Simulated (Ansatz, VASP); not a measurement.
# One calculation of FeO, two programs

The input INCAR:

```
PREC     = Accurate       # precision mode
ENCUT    = 520            # plane-wave cutoff, eV
EDIFF    = 1E-6           # SCF threshold, eV
ISMEAR   = -1             # smearing method
SIGMA    = 0.05           # smearing width, eV
LREAL    = False          # projectors in reciprocal space
LASPH    = True           # aspherical terms in the spheres
NELM     = 150            # most SCF steps
ALGO     = Normal         # electronic algorithm
ISIF     = 2              # what is computed and relaxed
LWAVE    = False          # write WAVECAR
LCHARG   = False          # write CHGCAR
ISPIN    = 2              # spin polarisation
MAGMOM   = 2.2 0          # initial moments
LORBIT   = 11             # projections on sites
NUPDOWN  = 2.2            # fixed moment
LMAXMIX  = 4              # l up to which the mixer works
GGA      = PS             # functional
NBANDS   = 18             # bands
```

KPOINTS

```
regular mesh
0
Gamma
  10 10 10
```

Contents of POSCAR:

```
FeO
1.0
   -1.6021034130      1.6021034130      2.0833922500
    1.6021034130     -1.6021034130      2.0833922500
    1.6021034130      1.6021034130     -2.0833922500
Fe O
1 1
Direct
    0.0000000000      0.0000000000      0.0000000000
    0.5000000000      0.5000000000      0.0000000000
```

The input input.yaml:

```yaml
crystal:
  lattice:
    - [-1.602103413, 1.602103413, 2.08339225]
    - [1.602103413, -1.602103413, 2.08339225]
    - [1.602103413, 1.602103413, -2.08339225]
  atoms:
    - { symbol: Fe, position: [0.0, 0.0, 0.0], spin: 2.2 }
    - { symbol: O, position: [0.5, 0.5, 0.0] }
hamiltonian:
  xc: pbesol
  pseudopotentials: { kind: paw }
magnetization:
  spin_polarized: true
  initial_magnetization: 2.2
  spin_locking: { lock_magnetization: hard }
kpoints:
  mp_grid: { grid: [10, 10, 10] }
scf:
  occupations: { method: fermi_dirac, width: 0.05 }
  lower_state_search: "off"
output:
  forces: true
  stress: true
  eigenvalues: true
```

Alike in both runs: task single point; functional PBEsol; k mesh 10 × 10 × 10; occupations fermi-dirac, width 0.05 eV; collinear spin; fixed moment 2.2 μB.

```csv
,VASP,Ansatz
version,VASP 6.6.1,Ansatz 0.2.0
potentials or method,"VASP PAW PBE potentials, release 64 (Fe, O)",Ansatz PAW
plane-wave cutoff (eV),520,420
valence electrons in the cell,14,22
```

|  | VASP | Ansatz | Ansatz less VASP |
| --- | --- | --- | --- |
| net moment per atom (μB) | 1.10 | 1.10 | 0.000 |
| size of the moment on the site where the two differ most (μB) | 2.18 | 2.04 | -0.144 |

VASP's potentials were made for PBE, not for PBEsol. Site moments also hang on the region over which each program counts them. VASP's potentials hold 14 valence electrons a cell and Ansatz's 22, so a difference there can come from the potentials and not from the codes.
